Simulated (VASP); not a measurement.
A run of VASP 6.6.1 is set up as follows.

File INCAR:

```
  PREC = Accurate
  ENCUT = 520
  EDIFF = 1E-6
  ISMEAR = 0
  SIGMA = 0.15
  LREAL = F
  LASPH = T
  NELM = 100
  ALGO = Normal
  ISIF = 2
  LWAVE = F
  LCHARG = T
  GGA = PS
  LELF = T
  LVHAR = T
  NBANDS = 12
```

Contents of KPOINTS:

```
regular mesh
0
Gamma
  18 18 18
```

The input POSCAR:

```
As
1.0
    1.9843898314      1.1456880033      3.1278410736
   -1.9843898314      1.1456880033      3.1278410736
    0.0000000000     -2.2913760067      3.1278410736
As
2
Direct
    0.2275400000      0.2275400000      0.2275400000
    0.7724600000      0.7724600000      0.7724600000
```

Potentials or basis: VASP PAW PBE potentials, release 64 (As).

Run with:

```bash
$ cat potpaw_PBE.64/As/POTCAR > POTCAR
$ mpirun -np 1 vasp_std > vasp.out
```

(1) What does it give for the band gap on the k mesh?

(2) Estimate the pressure.

(3) Predict the largest force.

## Answers

(1) zero (bands 5 and 6 overlap by 0.42 eV).

(2) -2.2 GPa.

(3) 0.437 eV/Å.

Caveat: the PAW data sets were made with another functional, which shifts forces and pressure a little.
